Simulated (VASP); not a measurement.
Crystal: BAs.

```
B As
1.0
     0.00000    2.40463    2.40463
     2.40463    0.00000    2.40463
     2.40463    2.40463    0.00000
B As
1 1
Direct
  0.00000 0.00000 0.00000
  0.25000 0.25000 0.25000
```

```yaml
Program: VASP 6.6.1
Task: relaxation of cell and atoms
Functional: PBEsol
Potentials_or_basis: VASP PAW PBE potentials, release 64 (B, As)
Cutoff: 600 eV
k_mesh: 8 × 8 × 8
Occupations: fermi-dirac, width 0.02 eV
Spin: no spin polarisation
```

At the start: pressure -2.7 GPa; volume 13.90 Å³/atom.

Task: How do energy, volume and symmetry change on relaxing?

Result: Over 3 steps the energy falls by 2.3 meV/atom and the volume is 13.63 Å³/atom (-2.0 %); space group F-43m (No. 216, to 0.05 Å).

The path:
| step | energy change (eV) | largest force (eV/Å) | pressure (GPa) | volume (Å³) |
| --- | --- | --- | --- | --- |
| 1 | 0.0000 | 0.0000 | -2.68 | 27.81 |
| 2 | -0.0023 | 0.0000 | 2.04 | 26.88 |
| 3 | -0.0047 | 0.0000 | 0.00 | 27.26 |

Final structure:
```
CELL_PARAMETERS angstrom
0.00000 2.38878 2.38878
2.38878 0.00000 2.38878
2.38878 2.38878 0.00000
ATOMIC_POSITIONS crystal
B 0.00000 0.00000 0.00000
As 0.25000 0.25000 0.25000
```

Caveat: the PAW data sets were made with another functional, which shifts forces and pressure a little.
